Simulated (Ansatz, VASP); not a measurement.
# BaF2 in VASP and in Ansatz

```
Ba F
1.0
     0.00000    3.10005    3.10005
     3.10005    0.00000    3.10005
     3.10005    3.10005    0.00000
Ba F
1 2
Direct
  0.00000 0.00000 0.00000
  0.25000 0.25000 0.25000
  0.75000 0.75000 0.75000
```

Alike in both runs: task relaxation of cell and atoms; functional PBE; k mesh 6 × 6 × 6; occupations gaussian, width 0.02 eV; no spin polarisation.

|  | VASP | Ansatz |
| --- | --- | --- |
| version | VASP 6.6.1 | Ansatz 0.2.0 |
| potentials or method | VASP PAW PBE potentials, release 64 (Ba_sv, F), cutoff 600 eV | scalar-relativistic, plane waves, PAW |
| valence electrons in the cell | 24 | 24 |

VASP gave:

| Item | Value |
| --- | --- |
| gap on the k mesh at the Fermi level, each at its own relaxed structure (eV) | 6.60 |
| relaxed volume (Å³/atom) | 20.65 |
| relaxed cell length with the largest relative difference (Å) | 4.441 |

What did Ansatz give for the same quantities?

gap on the k mesh at the Fermi level, each at its own relaxed structure (eV): 6.75; relaxed volume (Å³/atom): 20.31; relaxed cell length with the largest relative difference (Å): 4.417.

Neither program's run includes spin-orbit coupling.
